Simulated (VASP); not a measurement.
Write the native input for VASP 6.6.1 that does the following.

* Task: single point
* Functional: PBE
* Potentials or basis: VASP PAW PBE potentials, release 64 (Eu, O)
* Cutoff: 600 eV
* k mesh: 10 × 10 × 10
* Occupations: gaussian, width 0.05 eV
* Spin: collinear spin, ferromagnetic start
* Starting moments: [7.29, -0.11] μB
* Hubbard terms: Eu f U = 6.0 eV
* Dipole correction: no
* Further INCAR settings: ALGO = Normal; EDIFF = 1e-06; NBANDS = 22

The structure of EuO lies in POSCAR:

```
EuO
1.0
    0.0000000000      2.4027614627      2.4027614627
    2.4027614627      0.0000000000      2.4027614627
    2.4027614627      2.4027614627      0.0000000000
Eu O
1 1
Direct
    0.0000000000      0.0000000000      0.0000000000
    0.5000000000      0.5000000000      0.5000000000
```

One way to write it, as run:

INCAR

```
  ALGO = Normal
  EDIFF = 1E-6
  ENCUT = 600
  GGA = PE
  GGA_COMPAT = False
  ISIF = 2
  ISMEAR = 0
  ISPIN = 2
  LASPH = True
  LCHARG = True
  LDAU = True
  LDAUJ = 0 0
  LDAUL = 3 -1
  LDAUPRINT = 1
  LDAUTYPE = 2
  LDAUU = 6 0
  LELF = True
  LMAXMIX = 6
  LORBIT = 11
  LREAL = False
  LVHAR = True
  LWAVE = False
  MAGMOM = 7.29 -0.11
  NBANDS = 22
  NELM = 200
  PREC = Accurate
  SIGMA = 0.05
```

KPOINTS

```
k-points
0
Gamma
  10 10 10
```

Potentials or basis: VASP PAW PBE potentials, release 64 (Eu, O).

Command:

```console
$ cat potpaw_PBE.64/Eu/POTCAR potpaw_PBE.64/O/POTCAR > POTCAR
$ mpirun -np 1 vasp_std > vasp.out
```

It gave:

The pressure is 30.4 GPa. The band gap on the k mesh is zero (filled and empty bands overlap), the net moment is 7.00 μB per cell and the site moments are Eu +6.71; O -0.12 μB. The valence electrons inside the program's atomic spheres are Eu 15.11; O 5.05.

Caveat: the cell stands under pressure; spin-orbit coupling is left out, which moves the levels of the heavy elements; a cell with one magnetic atom can't hold antiferromagnetic order, which such compounds often take.

It took 57 s on 1 thread of Intel(R) Xeon(R) 6975P-C (Granite Rapids) (shared host), peak memory 0.22 GiB.
